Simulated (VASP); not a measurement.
# SiO2 (P4_2/mnm) in VASP: further runs, part 2 of 2

VASP 6.6.1. The steps go on from the part before.

### 4 Single point, PBE (9.33 Å³/atom)

Contents of INCAR:

```
PREC = Accurate
ENCUT = 520
EDIFF = 1E-6
ISMEAR = 0
SIGMA = 0.05
LREAL = False
LASPH = True
NELM = 80
ALGO = Normal
ISIF = 2
LWAVE = False
LCHARG = False
GGA = PE
NBANDS = 25
```

Contents of KPOINTS:

```
Automatic mesh
0
Gamma
  6 6 10
```

Contents of POSCAR:

```
SiO2
1.0
    4.5412405768      0.0000000000      0.0000000000
    0.0000000000      4.5412405768      0.0000000000
    0.0000000000      0.0000000000      2.7147536168
Si O
2 4
Direct
    0.5000000000      0.5000000000      0.5000000000
    0.0000000000      0.0000000000      0.0000000000
    0.6930127928      0.6930127928      0.0000000000
    0.1930127928      0.8069872072      0.5000000000
    0.3069872072      0.3069872072      0.0000000000
    0.8069872072      0.1930127928      0.5000000000
```

Potentials or basis: VASP PAW PBE potentials, release 64 (Si, O).

On the command line:

```
$ cat potpaw_PBE.64/Si/POTCAR potpaw_PBE.64/O/POTCAR > POTCAR
$ mpirun -np 1 vasp_std > vasp.out
```

OUTCAR:

```text
PREC = Accurate
   ENCUT = 520
   EDIFF = 1E-6
   ISMEAR = 0
   LREAL = False
   LASPH = True
   NELM = 80
   ISIF = 2
   GGA = PE

 ion  position               nearest neighbor table
   1  0.500  0.500  0.500-   3 1.84   5 1.84   3 1.84   5 1.84   4 1.97   6 1.97
   2  0.000  0.000  0.000-   4 1.84   6 1.84   4 1.84   6 1.84   5 1.97   3 1.97
   3  0.693  0.693  0.000-   1 1.84   1 1.84   2 1.97
   4  0.193  0.807  0.500-   2 1.84   2 1.84   1 1.97
   5  0.307  0.307  0.000-   1 1.84   1 1.84   2 1.97
   6  0.807  0.193  0.500-   2 1.84   2 1.84   1 1.97

  LATTYP: Found a simple tetragonal cell.
 ALAT       =     4.5412405768
 C/A-ratio  =     0.5978000000

  Lattice vectors:

 A1 = (   4.5412405768,   0.0000000000,   0.0000000000)
 A2 = (   0.0000000000,   4.5412405768,   0.0000000000)
 A3 = (   0.0000000000,   0.0000000000,   2.7147536168)

Analysis of symmetry for initial positions (statically):
=====================================================================
 Subroutine PRICEL returns:
 Original cell was already a primitive cell.

 Routine SETGRP: Setting up the symmetry group for a
 simple tetragonal supercell.

 Subroutine GETGRP returns: Found 16 space group operations
 (whereof  8 operations were pure point group operations)
 out of a pool of 16 trial point group operations.

The static configuration has the point symmetry D_2h.
 The point group associated with its full space group is D_4h.

Analysis of symmetry for dynamics (positions and initial velocities):
=====================================================================
 Subroutine PRICEL returns:
 Original cell was already a primitive cell.

 Routine SETGRP: Setting up the symmetry group for a
 simple tetragonal supercell.

 Subroutine GETGRP returns: Found 16 space group operations
 (whereof  8 operations were pure point group operations)
 out of a pool of 16 trial point group operations.

The dynamic configuration has the point symmetry D_2h.
 The point group associated with its full space group is D_4h.

 Subroutine INISYM returns: Found 16 space group operations
 (whereof  8 operations are pure point group operations),
 and found     1 'primitive' translations

----------------------------------------------------------------------------------------

                                     Primitive cell

  volume of cell :      55.9860

  direct lattice vectors                    reciprocal lattice vectors
     4.541240577  0.000000000  0.000000000     0.220204145  0.000000000  0.000000000
     0.000000000  4.541240577  0.000000000     0.000000000  0.220204145  0.000000000
     0.000000000  0.000000000  2.714753617     0.000000000  0.000000000  0.368357553

  length of vectors
     4.541240577  4.541240577  2.714753617     0.220204145  0.220204145  0.368357553

  position of ions in fractional coordinates (direct lattice)
     0.500000000  0.500000000  0.500000000
     0.000000000  0.000000000  0.000000000
     0.693012793  0.693012793  0.000000000
     0.193012793  0.806987207  0.500000000
     0.306987207  0.306987207  0.000000000
     0.806987207  0.193012793  0.500000000

  ion indices of the primitive-cell ions
   primitive index   ion index
[... 35 lines left out ...]
  0.000000  0.000000  0.000000      1.000000
  0.166667  0.000000  0.000000      4.000000
  0.333333  0.000000  0.000000      4.000000
  0.500000  0.000000  0.000000      2.000000
  0.166667  0.166667  0.000000      4.000000
  0.333333  0.166667  0.000000      8.000000
[... 16 lines left out ...]
  0.333333  0.000000  0.200000      8.000000
  0.500000  0.000000  0.200000      4.000000
 [... further k-points ...]
   k-points           NKPTS =     60   k-points in BZ     NKDIM =     60   number of bands    NBANDS=     25
   number of dos      NEDOS =    301   number of ions     NIONS =      6
   total plane-waves  NPLWV =  25920
   dimension x,y,z NGX =    36 NGY =   36 NGZ =   20
   dimension x,y,z NGXF=    72 NGYF=   72 NGZF=   40
   ions per type =               2   4
   NGX,Y,Z   is equivalent  to a cutoff of  13.18, 13.18, 12.25 a.u.
   NGXF,Y,Z  is equivalent  to a cutoff of  26.36, 26.36, 24.50 a.u.
 SYSTEM =  unknown system
   PREC   = accura    normal or accurate (medium, high low for compatibility)
   ISTART =      0    job   : 0-new  1-cont  2-samecut
   ICHARG =      2    charge: 1-file 2-atom 10-const
   ISPIN  =      1    spin polarized calculation?
   LNONCOLLINEAR =      F non collinear calculations
   LSORBIT =      F    spin-orbit coupling
   LASPH  =      T    aspherical Exc in radial PAW
   ENCUT  =  520.0 eV  38.22 Ry    6.18 a.u.   8.44  8.44  5.05*2*pi/ulx,y,z
   NELM   =     80;   NELMIN=  2; NELMDL= -5     # of ELM steps
   EDIFF  = 0.1E-05   stopping-criterion for ELM
   LREAL  =      F    real-space projection
   EDIFFG = 0.1E-04   stopping-criterion for IOM
   NSW    =      0    number of steps for IOM
   IBRION =     -1    ionic relax: 0-MD 1-quasi-New 2-CG
   NFREE  =      0    steps in history (QN), initial steepest desc. (CG)
   ISIF   =      2    stress and relaxation
   ISYM   =      2    0-nonsym 1-usesym 2-fastsym
   POTIM  = 0.5000    time-step for ionic-motion
   TEBEG  =    0.0;   TEEND  =   0.0 temperature during run
   PSTRESS=    0.0 pullay stress
   NELECT =      32.0000    total number of electrons
   NUPDOWN=      -1.0000    fix difference up-down
   EMIN   =  10.00;   EMAX   =-10.00  energy-range for DOS
   EFERMI =   0.00;   METHOD = LEGACY
   ISMEAR =     0;   SIGMA  =   0.05  broadening in eV -4-tet -1-fermi 0-gaus
   EFERMI_NEDOS =   21; number of points for ismear=-14 and -15
   IALGO  =     38    algorithm
   IMIX   =      4    mixing-type and parameters
     AMIX     =   0.40;   BMIX     =  1.00
     AMIX_MAG =   1.60;   BMIX_MAG =  1.00
  volume/ion in A,a.u.               =       9.33        62.97
  Fermi-wavevector in a.u.,A,eV,Ry     =   1.358621  2.567422 25.114330  1.845851
  Thomas-Fermi vector in A             =   2.485439
   LORBIT       =      0    0 simple, 1 ext, 2 COOP (PROOUT), +10 PAW based schemes
   GGA     = PE    functional components
   LHFCALC =     F    Hartree Fock is set to
   AEXX    =    0.0000 exact exchange contribution
   IVDW    =     0    specifies the selected vdW correction
   LEPSILON=     F    determine dielectric tensor
   LRPA    =     F    only Hartree local field effects (RPA)
 non-spin polarized calculation
 Gauss-broadening in eV      SIGMA  =   0.05
  energy-cutoff  :      520.00
  volume of cell :       55.99
 maximum number of plane-waves:      1524
 NGX is ok and might be reduce to    36
   NGX = 17   NGY = 17   NGZ = 11

 number of electron      31.9999997 magnetization

 Free energy of the ion-electron system (eV)
  ---------------------------------------------------
  ext. energy  EPLUGINS =         0.00000000
  ---------------------------------------------------
  free energy    TOTEN  =       -45.43005471 eV

  energy without entropy =      -45.43005471  energy(sigma->0) =      -45.43005471

 E-fermi :   6.0166     XC(G=0): -11.3099

 val. band max:        5.7493920860   @ k =   0.0000   0.0000   0.0000
 cond. band min:       8.6442327889   @ k =   0.0000   0.0000   0.0000
 fundamental gap:      2.8948407028
 Fermi energy:         6.0165598297

 k-point     1 :       0.0000    0.0000    0.0000
  band No.  band energies     occupation
      1     -15.0595      2.00000
      2     -12.3901      2.00000
      3     -12.3901      2.00000
      4     -12.3543      2.00000
      5      -4.0212      2.00000
      6       0.1028      2.00000
[... 661 lines left out ...]
     24      18.0157      0.00000
     25      18.8827      0.00000

 [... further k-points ...]

------------------------ aborting loop because EDIFF is reached ----------------------------------------

  FORCE on cell =-STRESS in cart. coord.  units (eV):
  Direction    XX          YY          ZZ          XY          YZ          ZX
  --------------------------------------------------------------------------------------
  -------------------------------------------------------------------------------------
  Total      -11.6642928    -11.6642928     -7.4197966     -0.0000000      0.0000000      0.0000000
  in kB     -333.8024782   -333.8024782   -212.3357594     -0.0000000      0.0000000      0.0000000
  external PRESSURE =    -293.3135719 kB  Pullay stress =       0.0000000 kB

 VOLUME and BASIS-vectors are now :
 -----------------------------------------------------------------------------
  energy-cutoff  :      520.00
  volume of cell :       55.99
      direct lattice vectors                 reciprocal lattice vectors
     4.541240577  0.000000000  0.000000000     0.220204145  0.000000000  0.000000000
     0.000000000  4.541240577  0.000000000     0.000000000  0.220204145  0.000000000
     0.000000000  0.000000000  2.714753617     0.000000000  0.000000000  0.368357553

 POSITION                                       TOTAL-FORCE (eV/Angst)
 -----------------------------------------------------------------------------------
      2.27062      2.27062      1.35738         0.000000     -0.000000      0.000000
      0.00000      0.00000      0.00000         0.000000     -0.000000      0.000000
      3.14714      3.14714      0.00000        -1.082779     -1.082779      0.000000
      0.87652      3.66472      1.35738        -1.082779      1.082779      0.000000
      1.39410      1.39410      0.00000         1.082779      1.082779     -0.000000
      3.66472      0.87652      1.35738         1.082779     -1.082779      0.000000
 -----------------------------------------------------------------------------------
    total drift:                                0.000000      0.000000     -0.000000

  FREE ENERGIE OF THE ION-ELECTRON SYSTEM (eV)
  ---------------------------------------------------
  free  energy   TOTEN  =       -45.4300547107 eV

  energy  without entropy=      -45.4300547107  energy(sigma->0) =      -45.43005471
```

OSZICAR:

```text
N       E                     dE             d eps       ncg     rms          rms(c)
DAV:   1     0.133505233112E+03    0.13351E+03   -0.17074E+04  3000   0.121E+03
DAV:   2    -0.422221747157E+02   -0.17573E+03   -0.16698E+03  3919   0.266E+02
DAV:   3    -0.497958324388E+02   -0.75737E+01   -0.75310E+01  3948   0.531E+01
DAV:   4    -0.498514735767E+02   -0.55641E-01   -0.55617E-01  3619   0.528E+00
DAV:   5    -0.498519971885E+02   -0.52361E-03   -0.52349E-03  3963   0.491E-01    0.150E+01
DAV:   6    -0.453771261556E+02    0.44749E+01   -0.13064E+01  3685   0.239E+01    0.646E+00
DAV:   7    -0.454218131741E+02   -0.44687E-01   -0.67885E-01  3757   0.472E+00    0.269E+00
DAV:   8    -0.454245176723E+02   -0.27045E-02   -0.35630E-02  3815   0.154E+00    0.103E+00
DAV:   9    -0.454298292132E+02   -0.53115E-02   -0.11363E-02  3822   0.862E-01    0.254E-01
DAV:  10    -0.454301008090E+02   -0.27160E-03   -0.11880E-03  3778   0.226E-01    0.635E-02
DAV:  11    -0.454300525798E+02    0.48229E-04   -0.16507E-04  3881   0.912E-02    0.169E-02
DAV:  12    -0.454300545572E+02   -0.19774E-05   -0.98360E-06  3664   0.210E-02    0.330E-03
DAV:  13    -0.454300547107E+02   -0.15351E-06   -0.37505E-07  2844   0.431E-03
   1 F= -.45430055E+02 E0= -.45430055E+02  d E =-.312147E-16
```

Run time: 85 s. Hardware: 1 thread of Intel Xeon 8259CL, shared host; peak memory 0.2 GiB.

Results:

```
Free energy            : -45.4301 eV
Pressure               : -29.3 GPa
Largest force          : 1.531 eV/Å
Band gap on the k mesh : 2.89 eV
```

Forces on the atoms (eV/Å):
```
Si   0.000  0.000  0.000
Si   0.000  0.000  0.000
O   -1.083 -1.083  0.000
O   -1.083  1.083  0.000
O    1.083  1.083  0.000
O    1.083 -1.083  0.000
```

Stress tensor (GPa, compression positive):
```
-33.38   0.00   0.00
  0.00 -33.38   0.00
  0.00   0.00 -21.23
```

Caveat: the cell stands under tension; forces of over 1 eV/Å act on the atoms, so gaps and moduli don't describe the material at rest.

### 5 Single point, PBE (9.33 Å³/atom)

Contents of INCAR:

```
ALGO = Normal
EDIFF = 1E-7
ENCUT = 520
GGA = PE
ISIF = 2
ISMEAR = 0
LASPH = T
LCHARG = T
LELF = T
LREAL = F
LVHAR = T
LWAVE = F
NBANDS = 25
NELM = 60
PREC = Accurate
SIGMA = 0.05
```

Contents of KPOINTS:

```
k-points
0
Gamma
  6 6 10
```

Edit POSCAR of step 4 so:

```diff
@@ -2,5 +2,5 @@
 1.0
-    4.5412405768      0.0000000000      0.0000000000
-    0.0000000000      4.5412405768      0.0000000000
-    0.0000000000      0.0000000000      2.7147536168
+    4.4507757078      0.0000000000      0.0000000000
+    0.0000000000      4.4507757078      0.0000000000
+    0.0000000000      0.0000000000      2.8262333821
 Si O
```

On the command line:

```
$ cat potpaw_PBE.64/Si/POTCAR potpaw_PBE.64/O/POTCAR > POTCAR
$ mpirun -np 1 vasp_std > vasp.out
```

Wall time 1.7 min (1 thread of Intel Xeon 8259CL, shared host); peak memory 0.21 GiB.

Results (log left out):

* Free energy: -45.4544 eV
* Pressure: -32.0 GPa
* Largest force: 0.843 eV/Å
* Band gap on the k mesh: 2.67 eV

Forces on the atoms (eV/Å):
```
Si   0.000  0.000  0.000
Si   0.000  0.000  0.000
O   -0.596 -0.596  0.000
O   -0.596  0.596  0.000
O    0.596  0.596  0.000
O    0.596 -0.596  0.000
```

Stress tensor (GPa, compression positive):
```
-29.37   0.00   0.00
  0.00 -29.37   0.00
  0.00   0.00 -37.40
```

Levels at points of the mesh, in eV from the valence-band top:
```tsv
k point	band 12	band 13	band 14	band 15	band 16	band 17	band 18	band 19	band 20	band 21
(0.00, 0.00, 0.00)	-2.64	-2.35	-0.77	-0.77	0.00	2.67	5.85	7.07	7.07	10.07
(0.50, 0.00, 0.00)	-3.10	-2.32	-2.32	-0.90	-0.90	5.34	5.34	7.79	7.79	9.71
(0.50, 0.50, 0.00)	-2.73	-2.24	-2.24	-1.74	-1.74	5.26	5.26	8.42	8.42	10.93
(0.00, 0.00, 0.50)	-3.99	-2.27	-2.27	-2.09	-2.09	6.71	6.71	10.50	10.50	10.88
(0.50, 0.00, 0.50)	-3.22	-1.89	-1.89	-1.35	-1.35	6.73	6.73	7.89	7.89	11.65
(0.50, 0.50, 0.50)	-3.90	-1.47	-1.47	-1.19	-1.19	5.13	5.13	9.48	9.48	10.78
```

Caveat: the cell stands under tension.

### 6 Summary

| cell | gap on the mesh (eV) | pressure (GPa) | largest force (eV/Å) |
| --- | --- | --- | --- |
| a = 4.362, b = 4.362, c = 2.942 Å, 6 atoms | 2.43 | -33.5 | 0.17 |
| a = 4.633, b = 4.633, c = 2.608 Å, 6 atoms | 3.05 | -25.4 | 2.22 |
| a = 4.541, b = 4.541, c = 2.715 Å, 6 atoms | 2.89 | -29.3 | 1.53 |
| a = 4.451, b = 4.451, c = 2.826 Å, 6 atoms | 2.67 | -32.0 | 0.84 |

Alike in all rows: task single point; level PBE; potentials or basis VASP PAW PBE potentials, release 64 (Si, O); no spin polarisation; k mesh 6 × 6 × 10; cutoff (eV) 520; smearing gaussian 0.05 eV.

Caveats: the cell stands under tension; forces of over 1 eV/Å act on the atoms, so gaps and moduli don't describe the material at rest (at least some runs).

Total energies depend on the potentials used, so only differences within one code and one set of settings carry meaning.
